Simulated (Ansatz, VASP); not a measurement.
**One calculation of Ni, two programs**

```
Ni
1.0
     0.00000    1.77666    1.77666
     1.77666    0.00000    1.77666
     1.77666    1.77666    0.00000
Ni
1
Direct
  0.00000 0.00000 0.00000
```

Alike in both runs: task single point; functional PBE; k mesh 20 × 20 × 20; occupations gaussian, width 0.1 eV; collinear spin.

```csv
,VASP,Ansatz
version,VASP 6.6.1,Ansatz 0.2.0
potentials or method,"VASP PAW PBE potentials, release 64 (Ni), cutoff 520 eV","scalar-relativistic, plane waves, PAW"
valence electrons in the cell,10,18
```

```csv
,VASP,Ansatz,Ansatz less VASP
gap on the k mesh at the Fermi level (eV),none,none,-
pressure (GPa),-5.5,-5.5,-0.01
net moment per atom (μB),0.63,0.64,+0.010
size of the moment on the site where the two differ most (μB),0.65,0.68,+0.035
```

Site moments also hang on the region over which each program counts them. A gap of «none» marks a metal or a gap that the smearing closes. With one functional, cell and mesh, what is left measures potentials, basis and numerics. VASP's potentials hold 10 valence electrons a cell and Ansatz's 18, so a difference there can come from the potentials and not from the codes.
